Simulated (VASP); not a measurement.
# GaP (R-3m) in VASP: further runs

The runs below take GaP through single point, with PBE.

All numbers are computed with VASP 6.6.1; they aren't measurements. Logs are shortened: lines on timing, memory, paths and dates and some standing lists are left out, and cuts for length are marked.

## (1) The cell of the first run

Symmetry: R-3m, No. 166, trigonal system. Conventional cell: a = 3.886 Å, b = 3.886 Å, c = 19.292 Å, α = 90.00°, β = 90.00°, γ = 120.00°. Ga (site symmetry 3m) has 3 P at 2.40 Å and 1 Ga at 2.49 Å within 3.2 Å. P (site symmetry 3m) has 1 P at 2.21 Å and 3 Ga at 2.40 Å within 2.9 Å.

## (2) Single point, PBE (21.03 Å³/atom)

Input file INCAR:

```
ALGO     = Normal         # electronic algorithm
EDIFF    = 1E-6           # SCF threshold, eV
ENCUT    = 520            # plane-wave cutoff, eV
GGA      = PE             # functional
ISIF     = 2              # what is computed and relaxed
ISMEAR   = -1             # smearing method
LASPH    = T              # aspherical terms in the spheres
LCHARG   = F              # write CHGCAR
LREAL    = F              # projectors in reciprocal space
LWAVE    = F              # write WAVECAR
NBANDS   = 26             # bands
NELM     = 80             # most SCF steps
PREC     = Accurate       # precision mode
SIGMA    = 0.05           # smearing width, eV
```

Input file KPOINTS:

```
k-points
0
Gamma
  8 8 8
```

Input file POSCAR:

```
GaP
1.0
    1.9430151755      1.1218003346      6.4308101003
   -1.9430151755      1.1218003346      6.4308101003
    0.0000000000     -2.2436006692      6.4308101003
Ga P
2 2
Direct
    0.5646280000      0.5646280000      0.5646280000
    0.4353720000      0.4353720000      0.4353720000
    0.9426110000      0.9426110000      0.9426110000
    0.0573890000      0.0573890000      0.0573890000
```

Potentials or basis: VASP PAW PBE potentials, release 64 (Ga_d, P).

The run is started by

```bash
$ cat potpaw_PBE.64/Ga_d/POTCAR potpaw_PBE.64/P/POTCAR > POTCAR
$ mpirun -np 1 vasp_std > vasp.out
```

OUTCAR:

```text
EDIFF = 1E-6
   ENCUT = 520
   GGA = PE
   ISIF = 2
   ISMEAR = -1
   LASPH = T
   LREAL = F
   NELM = 80
   PREC = Accurate

 ion  position               nearest neighbor table
   1  0.565  0.565  0.565-   3 2.40   3 2.40   3 2.40   2 2.49
   2  0.435  0.435  0.435-   4 2.40   4 2.40   4 2.40   1 2.49
   3  0.943  0.943  0.943-   4 2.21   1 2.40   1 2.40   1 2.40
   4  0.057  0.057  0.057-   3 2.21   2 2.40   2 2.40   2 2.40

  LATTYP: Found a trigonal (rhomboedric) cell.
 ALAT       =     6.8109516596
 COS(alpha) =     0.8372328403

  Lattice vectors:

 A1 = (   1.9430151755,   1.1218003346,   6.4308101003)
 A2 = (  -1.9430151755,   1.1218003346,   6.4308101003)
 A3 = (   0.0000000000,  -2.2436006692,   6.4308101003)

Analysis of symmetry for initial positions (statically):
=====================================================================
 Subroutine PRICEL returns:
 Original cell was already a primitive cell.

 Routine SETGRP: Setting up the symmetry group for a
 trigonal (rhombohedral) supercell.

 Subroutine GETGRP returns: Found 12 space group operations
 (whereof 12 operations were pure point group operations)
 out of a pool of 12 trial point group operations.

The static configuration has the point symmetry D_3d.

Analysis of symmetry for dynamics (positions and initial velocities):
=====================================================================
 Subroutine PRICEL returns:
 Original cell was already a primitive cell.

 Routine SETGRP: Setting up the symmetry group for a
 trigonal (rhombohedral) supercell.

 Subroutine GETGRP returns: Found 12 space group operations
 (whereof 12 operations were pure point group operations)
 out of a pool of 12 trial point group operations.

The dynamic configuration has the point symmetry D_3d.

 Subroutine INISYM returns: Found 12 space group operations
 (whereof 12 operations are pure point group operations),
 and found     1 'primitive' translations

----------------------------------------------------------------------------------------

                                     Primitive cell

  volume of cell :      84.1025

  direct lattice vectors                    reciprocal lattice vectors
     1.943015176  1.121800335  6.430810100     0.257332010  0.148570705  0.051833801
    -1.943015176  1.121800335  6.430810100    -0.257332010  0.148570705  0.051833801
     0.000000000 -2.243600669  6.430810100     0.000000000 -0.297141410  0.051833801

  length of vectors
     6.810951660  6.810951660  6.810951660     0.301628514  0.301628514  0.301628514

  position of ions in fractional coordinates (direct lattice)
     0.564628000  0.564628000  0.564628000
     0.435372000  0.435372000  0.435372000
     0.942611000  0.942611000  0.942611000
     0.057389000  0.057389000  0.057389000

  ion indices of the primitive-cell ions
   primitive index   ion index
                 1           1
                 2           2
                 3           3
                 4           4

----------------------------------------------------------------------------------------

 KPOINTS: k-points

Automatic generation of k-mesh.
 Grid dimensions read from file:
 generate k-points for:    8    8    8

 Generating k-lattice:

  Cartesian coordinates                     Fractional coordinates (reciprocal lattice)
     0.032166501  0.018571338  0.006479225     0.125000000 -0.000000000  0.000000000
    -0.032166501  0.018571338  0.006479225    -0.000000000  0.125000000  0.000000000
     0.000000000 -0.037142676  0.006479225     0.000000000  0.000000000  0.125000000

  Length of vectors
     0.037703564  0.037703564  0.037703564

  Shift w.r.t. Gamma in fractional coordinates (k-lattice)
     0.000000000  0.000000000  0.000000000

 Subroutine IBZKPT returns following result:
 ===========================================

 Found     65 irreducible k-points:

 Following reciprocal coordinates:
            Coordinates               Weight
  0.000000  0.000000  0.000000      1.000000
  0.125000  0.000000  0.000000      6.000000
  0.250000  0.000000  0.000000      6.000000
  0.375000  0.000000 -0.000000      6.000000
  0.500000  0.000000  0.000000      3.000000
  0.125000  0.125000  0.000000      6.000000
[... 16 lines left out ...]
  0.250000  0.125000  0.125000      6.000000
  0.375000  0.125000  0.125000      6.000000
 [... further k-points ...]
   k-points           NKPTS =     65   k-points in BZ     NKDIM =     65   number of bands    NBANDS=     26
   number of dos      NEDOS =    301   number of ions     NIONS =      4
   total plane-waves  NPLWV = 157464
   dimension x,y,z NGX =    54 NGY =   54 NGZ =   54
   dimension x,y,z NGXF=   108 NGYF=  108 NGZF=  108
   ions per type =               2   2
   NGX,Y,Z   is equivalent  to a cutoff of  13.18, 13.18, 13.18 a.u.
   NGXF,Y,Z  is equivalent  to a cutoff of  26.36, 26.36, 26.36 a.u.
 SYSTEM =  unknown system
   PREC   = accura    normal or accurate (medium, high low for compatibility)
   ISTART =      0    job   : 0-new  1-cont  2-samecut
   ICHARG =      2    charge: 1-file 2-atom 10-const
   ISPIN  =      1    spin polarized calculation?
   LNONCOLLINEAR =      F non collinear calculations
   LSORBIT =      F    spin-orbit coupling
   LASPH  =      T    aspherical Exc in radial PAW
   ENCUT  =  520.0 eV  38.22 Ry    6.18 a.u.  12.66 12.66 12.66*2*pi/ulx,y,z
   NELM   =     80;   NELMIN=  2; NELMDL= -5     # of ELM steps
   EDIFF  = 0.1E-05   stopping-criterion for ELM
   LREAL  =      F    real-space projection
   EDIFFG = 0.1E-04   stopping-criterion for IOM
   NSW    =      0    number of steps for IOM
   IBRION =     -1    ionic relax: 0-MD 1-quasi-New 2-CG
   NFREE  =      0    steps in history (QN), initial steepest desc. (CG)
   ISIF   =      2    stress and relaxation
   ISYM   =      2    0-nonsym 1-usesym 2-fastsym
   POTIM  = 0.5000    time-step for ionic-motion
   TEBEG  =    0.0;   TEEND  =   0.0 temperature during run
   PSTRESS=    0.0 pullay stress
   NELECT =      36.0000    total number of electrons
   NUPDOWN=      -1.0000    fix difference up-down
   EMIN   =  10.00;   EMAX   =-10.00  energy-range for DOS
   EFERMI =   0.00;   METHOD = LEGACY
   ISMEAR =    -1;   SIGMA  =   0.05  broadening in eV -4-tet -1-fermi 0-gaus
   EFERMI_NEDOS =   21; number of points for ismear=-14 and -15
   IALGO  =     38    algorithm
   IMIX   =      4    mixing-type and parameters
     AMIX     =   0.40;   BMIX     =  1.00
     AMIX_MAG =   1.60;   BMIX_MAG =  1.00
  volume/ion in A,a.u.               =      21.03       141.89
  Fermi-wavevector in a.u.,A,eV,Ry     =   1.233785  2.331515 20.711129  1.522225
  Thomas-Fermi vector in A             =   2.368501
   LORBIT       =      0    0 simple, 1 ext, 2 COOP (PROOUT), +10 PAW based schemes
   GGA     = PE    functional components
   LHFCALC =     F    Hartree Fock is set to
   AEXX    =    0.0000 exact exchange contribution
   IVDW    =     0    specifies the selected vdW correction
   LEPSILON=     F    determine dielectric tensor
   LRPA    =     F    only Hartree local field effects (RPA)
 non-spin polarized calculation
  energy-cutoff  :      520.00
  volume of cell :       84.10
 maximum number of plane-waves:      2280
 NGX is ok and might be reduce to    54
   NGX = 25   NGY = 25   NGZ = 25

 number of electron      36.0000008 magnetization

 Free energy of the ion-electron system (eV)
  ---------------------------------------------------
  ext. energy  EPLUGINS =         0.00000000
  ---------------------------------------------------
  free energy    TOTEN  =       -17.73681593 eV

  energy without entropy =      -17.73681252  energy(sigma->0) =      -17.73681423

 E-fermi :   5.0422     XC(G=0):  -9.6666

 val. band max:        4.6154945577   @ k =   0.0000   0.0000   0.0000
 cond. band min:       5.4524014023   @ k =   0.5000   0.5000   0.0000
 fundamental gap:      0.8369068446
 Fermi energy:         5.0422163398

 k-point     1 :       0.0000    0.0000    0.0000
  band No.  band energies     occupation
      1     -10.1414      2.00000
      2     -10.0156      2.00000
      3     -10.0156      2.00000
      4     -10.0015      2.00000
      5     -10.0015      2.00000
      6      -9.9501      2.00000
[... 18 lines left out ...]
     25       9.0222      0.00000
     26      12.7121      0.00000

 k-point     2 :       0.1250    0.0000    0.0000
  band No.  band energies     occupation
      1     -10.1382      2.00000
      2     -10.0340      2.00000
      3     -10.0138      2.00000
      4     -10.0105      2.00000
      5      -9.9952      2.00000
      6      -9.9528      2.00000
[... 18 lines left out ...]
     25       9.5435      0.00000
     26      12.6347      0.00000

 k-point     3 :       0.2500    0.0000    0.0000
  band No.  band energies     occupation
      1     -10.1318      2.00000
      2     -10.0721      2.00000
      3     -10.0284      2.00000
      4     -10.0107      2.00000
      5      -9.9797      2.00000
      6      -9.9598      2.00000
[... 18 lines left out ...]
     25      10.7773      0.00000
     26      11.7633      0.00000

 k-point     4 :       0.3750    0.0000   -0.0000
  band No.  band energies     occupation
      1     -10.1280      2.00000
      2     -10.1037      2.00000
      3     -10.0420      2.00000
      4     -10.0089      2.00000
      5      -9.9672      2.00000
      6      -9.9643      2.00000
[... 18 lines left out ...]
     25      11.4865      0.00000
     26      11.7257      0.00000
[... 496 lines left out ...]
      1     -10.1411      2.00000
      2     -10.0153      2.00000
      3     -10.0153      2.00000
      4     -10.0018      2.00000
      5     -10.0018      2.00000
      6      -9.9503      2.00000
[... 18 lines left out ...]
     25       9.1007      0.00000
     26      12.7411      0.00000

 k-point    23 :       0.2500    0.1250    0.1250
  band No.  band energies     occupation
      1     -10.1375      2.00000
      2     -10.0343      2.00000
      3     -10.0128      2.00000
      4     -10.0105      2.00000
      5      -9.9959      2.00000
      6      -9.9532      2.00000
[... 18 lines left out ...]
     25       9.4794      0.00000
     26      12.2498      0.00000

 k-point    24 :       0.3750    0.1250    0.1250
  band No.  band energies     occupation
      1     -10.1298      2.00000
      2     -10.0742      2.00000
      3     -10.0273      2.00000
      4     -10.0097      2.00000
      5      -9.9805      2.00000
      6      -9.9604      2.00000
[... 18 lines left out ...]
     25      10.4363      0.00000
     26      11.6442      0.00000

 [... further k-points ...]
[... 5 lines left out ...]
  --------------------------------------------------------------------------------------
  -------------------------------------------------------------------------------------
  Total       -0.0140328     -0.0140328      0.0395017      0.0000000      0.0000000      0.0000000
  in kB       -0.2673297     -0.2673297      0.7525196      0.0000000      0.0000000      0.0000000
  external PRESSURE =       0.0726201 kB  Pullay stress =       0.0000000 kB

 VOLUME and BASIS-vectors are now :
 -----------------------------------------------------------------------------
  energy-cutoff  :      520.00
  volume of cell :       84.10
      direct lattice vectors                 reciprocal lattice vectors
     1.943015176  1.121800335  6.430810100     0.257332010  0.148570705  0.051833801
    -1.943015176  1.121800335  6.430810100    -0.257332010  0.148570705  0.051833801
     0.000000000 -2.243600669  6.430810100     0.000000000 -0.297141410  0.051833801

 POSITION                                       TOTAL-FORCE (eV/Angst)
 -----------------------------------------------------------------------------------
      0.00000      0.00000     10.89305         0.000000     -0.000000     -0.053926
      0.00000      0.00000      8.39938         0.000000     -0.000000      0.053926
      0.00000      0.00000     18.18526         0.000000      0.000000     -0.012838
      0.00000      0.00000      1.10717         0.000000      0.000000      0.012838
 -----------------------------------------------------------------------------------
    total drift:                                0.000000      0.000000      0.000000

  FREE ENERGIE OF THE ION-ELECTRON SYSTEM (eV)
  ---------------------------------------------------
  free  energy   TOTEN  =       -17.7368159345 eV

  energy  without entropy=      -17.7368125201  energy(sigma->0) =      -17.73681423
```

It took 3 min on 1 thread of Intel Xeon 6975P-C (Granite Rapids), shared host; peak memory 0.45 GiB.

Results:

```yaml
Free_energy: -17.7368 eV
Pressure: 0.0 GPa
Largest_force: 0.054 eV/Å
Band_gap_on_the_k_mesh: 0.84 eV (least direct gap 1.13 eV)
```

Forces on the atoms (eV/Å):
```
Ga   0.000  0.000 -0.054
Ga   0.000  0.000  0.054
P    0.000  0.000 -0.013
P    0.000  0.000  0.013
```

## (3) Single point, PBE (21.45 Å³/atom)

This run uses another cell than the first one, of 21.45 Å³/atom.

Input file INCAR:

```
SYSTEM = GaP
ALGO = Normal ; EDIFF = 1E-7
ENCUT = 520 ; GGA = PE
ISIF = 2 ; ISMEAR = -1
LASPH = .True. ; LCHARG = .False.
LREAL = .False. ; LWAVE = .False.
NBANDS = 26 ; NELM = 100
PREC = Accurate ; SIGMA = 0.05
```

Input file KPOINTS:

```
k-points
0
Gamma
  8 8 8
  0 0 0
```

Input file POSCAR:

```
GaP
1.0
    1.9558832007      1.1292296924      6.4733994878
   -1.9558832007      1.1292296924      6.4733994878
    0.0000000000     -2.2584593848      6.4733994878
Ga P
2 2
Direct
    0.5646280000      0.5646280000      0.5646280000
    0.4353720000      0.4353720000      0.4353720000
    0.9426110000      0.9426110000      0.9426110000
    0.0573890000      0.0573890000      0.0573890000
```

Potentials or basis: VASP PAW PBE potentials, release 64 (Ga_d, P).

The run is started by

```bash
$ cat potpaw_PBE.64/Ga_d/POTCAR potpaw_PBE.64/P/POTCAR > POTCAR
$ mpirun -np 1 vasp_std > vasp.out
```

OUTCAR:

```text
SYSTEM = GaP
   EDIFF = 1E-7
   ENCUT = 520
   GGA = PE
   ISIF = 2
   ISMEAR = -1
   LASPH = .True.
   LREAL = .False.
   NELM = 100
   PREC = Accurate

 ion  position               nearest neighbor table
   1  0.565  0.565  0.565-   3 2.42   3 2.42   3 2.42   2 2.51
   2  0.435  0.435  0.435-   4 2.42   4 2.42   4 2.42   1 2.51
   3  0.943  0.943  0.943-   4 2.23   1 2.42   1 2.42   1 2.42
   4  0.057  0.057  0.057-   3 2.23   2 2.42   2 2.42   2 2.42

  LATTYP: Found a trigonal (rhomboedric) cell.
 ALAT       =     6.8560586142
 COS(alpha) =     0.8372328403

  Lattice vectors:

 A1 = (   1.9558832007,   1.1292296924,   6.4733994878)
 A2 = (  -1.9558832007,   1.1292296924,   6.4733994878)
 A3 = (   0.0000000000,  -2.2584593848,   6.4733994878)

Analysis of symmetry for initial positions (statically):
=====================================================================
 Subroutine PRICEL returns:
 Original cell was already a primitive cell.

 Routine SETGRP: Setting up the symmetry group for a
 trigonal (rhombohedral) supercell.

 Subroutine GETGRP returns: Found 12 space group operations
 (whereof 12 operations were pure point group operations)
[... 163 lines left out ...]
  ---------------------------------------------------
  free energy    TOTEN  =       -17.72990495 eV

  energy without entropy =      -17.72990117  energy(sigma->0) =      -17.72990306

 E-fermi :   4.8455     XC(G=0):  -9.5773

 val. band max:        4.4230824751   @ k =   0.0000   0.0000   0.0000
 cond. band min:       5.2503396672   @ k =   0.5000   0.5000  -0.0000
 fundamental gap:      0.8272571920
 Fermi energy:         4.8455152640

 k-point     1 :       0.0000    0.0000    0.0000
  band No.  band energies     occupation
      1     -10.3011      2.00000
      2     -10.1815      2.00000
      3     -10.1815      2.00000
      4     -10.1684      2.00000
      5     -10.1684      2.00000
      6     -10.1199      2.00000
[... 685 lines left out ...]
     25      10.2142      0.00000
     26      11.3712      0.00000

 [... further k-points ...]
[... 5 lines left out ...]
  --------------------------------------------------------------------------------------
  -------------------------------------------------------------------------------------
  Total       -0.6843871     -0.6843871     -0.7637990      0.0000000      0.0000000      0.0000000
  in kB      -12.7821384    -12.7821384    -14.2652962      0.0000000      0.0000000      0.0000000
  external PRESSURE =     -13.2765243 kB  Pullay stress =       0.0000000 kB

 VOLUME and BASIS-vectors are now :
 -----------------------------------------------------------------------------
  energy-cutoff  :      520.00
  volume of cell :       85.78
      direct lattice vectors                 reciprocal lattice vectors
     1.955883201  1.129229692  6.473399488     0.255638987  0.147593238  0.051492780
    -1.955883201  1.129229692  6.473399488    -0.255638987  0.147593238  0.051492780
     0.000000000 -2.258459385  6.473399488     0.000000000 -0.295186476  0.051492780

 POSITION                                       TOTAL-FORCE (eV/Angst)
 -----------------------------------------------------------------------------------
      0.00000      0.00000     10.96519         0.000000     -0.000000     -0.029567
      0.00000      0.00000      8.45501         0.000000      0.000000      0.029567
      0.00000      0.00000     18.30569         0.000000     -0.000000      0.034701
      0.00000      0.00000      1.11451         0.000000     -0.000000     -0.034701
 -----------------------------------------------------------------------------------
    total drift:                                0.000000      0.000000      0.000000

  FREE ENERGIE OF THE ION-ELECTRON SYSTEM (eV)
  ---------------------------------------------------
  free  energy   TOTEN  =       -17.7299049503 eV

  energy  without entropy=      -17.7299011675  energy(sigma->0) =      -17.72990306
```

OSZICAR:

```text
N       E                     dE             d eps       ncg     rms          rms(c)
DAV:   1     0.232241498294E+03    0.23224E+03   -0.17041E+04  3406   0.199E+03
DAV:   2     0.942641863270E+01   -0.22282E+03   -0.21430E+03  3644   0.431E+02
DAV:   3    -0.171352068869E+02   -0.26562E+02   -0.26165E+02  4244   0.119E+02
DAV:   4    -0.179990377398E+02   -0.86383E+00   -0.86105E+00  4064   0.220E+01
DAV:   5    -0.180207773896E+02   -0.21740E-01   -0.21721E-01  4486   0.321E+00    0.617E+00
DAV:   6    -0.177718245635E+02    0.24895E+00   -0.38480E-01  4788   0.866E+00    0.369E+00
DAV:   7    -0.177283261978E+02    0.43498E-01   -0.24655E-01  3936   0.267E+00    0.103E+00
DAV:   8    -0.177290990674E+02   -0.77287E-03   -0.27325E-02  4056   0.176E+00    0.236E-01
DAV:   9    -0.177296043206E+02   -0.50525E-03   -0.40636E-03  4112   0.629E-01    0.964E-02
DAV:  10    -0.177297582281E+02   -0.15391E-03   -0.58278E-04  4220   0.174E-01    0.369E-02
DAV:  11    -0.177298881369E+02   -0.12991E-03   -0.13080E-04  3682   0.763E-02    0.184E-02
DAV:  12    -0.177299036839E+02   -0.15547E-04   -0.20898E-05  4442   0.264E-02    0.701E-03
DAV:  13    -0.177299047049E+02   -0.10210E-05   -0.38340E-06  3800   0.138E-02    0.120E-03
DAV:  14    -0.177299049016E+02   -0.19671E-06   -0.43279E-07  3708   0.413E-03    0.113E-03
DAV:  15    -0.177299049503E+02   -0.48700E-07   -0.46699E-08  2282   0.190E-03
   1 F= -.17729905E+02 E0= -.17729903E+02  d E =-.378278E-05
```

Run time: 3.2 min. Hardware: 1 thread of Intel Xeon 6975P-C (Granite Rapids), shared host; peak memory 0.45 GiB.

Results:

| Item | Value |
| --- | --- |
| Free energy | -17.7299 eV |
| Pressure | -1.3 GPa |
| Largest force | 0.035 eV/Å |
| Band gap on the k mesh | 0.83 eV (least direct gap 1.07 eV) |

Forces in eV/Å, atoms in the order of the input:
```
Ga   0.000  0.000 -0.030
Ga   0.000  0.000  0.030
P    0.000  0.000  0.035
P    0.000  0.000 -0.035
```

Stress tensor (GPa, compression positive):
```
-1.28  0.00  0.00
 0.00 -1.28  0.00
 0.00  0.00 -1.43
```

[end of part 1 of 2]
